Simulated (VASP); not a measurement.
Input of a VASP 6.6.1 run:

INCAR

```
ALGO     = Normal         # electronic algorithm
EDIFF    = 1E-6           # SCF threshold, eV
EDIFFG   = -0.01          # ionic threshold
ENCUT    = 600            # plane-wave cutoff, eV
GGA      = PE             # functional
IBRION   = 2              # ionic algorithm
ISIF     = 3              # what is computed and relaxed
ISMEAR   = 0              # smearing method
LASPH    = True           # aspherical terms in the spheres
LCHARG   = False          # write CHGCAR
LREAL    = False          # projectors in reciprocal space
LWAVE    = False          # write WAVECAR
NELM     = 60             # most SCF steps
NSW      = 100            # ionic steps
PREC     = Accurate       # precision mode
SIGMA    = 0.1            # smearing width, eV
```

File KPOINTS:

```
k-points
0
Gamma
  12 12 12
```

POSCAR

```
SnH7
1.0
    0.0000000000      2.9497392661      2.9497392661
    2.9497392661      0.0000000000      2.9497392661
    2.9497392661      2.9497392661      0.0000000000
Sn H
1 7
Direct
    0.0000000000      0.0000000000      0.0000000000
    0.5000000000      0.5000000000      0.5000000000
    0.5000000000      0.0000000000      0.0000000000
    0.5000000000      0.0000000000      0.5000000000
    0.0000000000      0.5000000000      0.5000000000
    0.0000000000      0.5000000000      0.0000000000
    0.5000000000      0.5000000000      0.0000000000
    0.0000000000      0.0000000000      0.5000000000
```

Potentials or basis: VASP PAW PBE potentials, release 64 (Sn_d, H).

Command:

```bash
$ cat potpaw_PBE.64/Sn_d/POTCAR potpaw_PBE.64/H/POTCAR > POTCAR
$ mpirun -np 1 vasp_std > vasp.out
```

(1) Predict the relaxed cell.

(2) What does it give for the relaxed volume?

## Answers

(1) a = 4.168 Å, b = 4.168 Å, c = 4.168 Å, α = 60.00°, β = 60.00°, γ = 60.00°.

(2) 6.40 Å³/atom.

Caveat: an odd number of electrons without spin polarisation forces a metal; a magnetic or distorted state may lie lower.
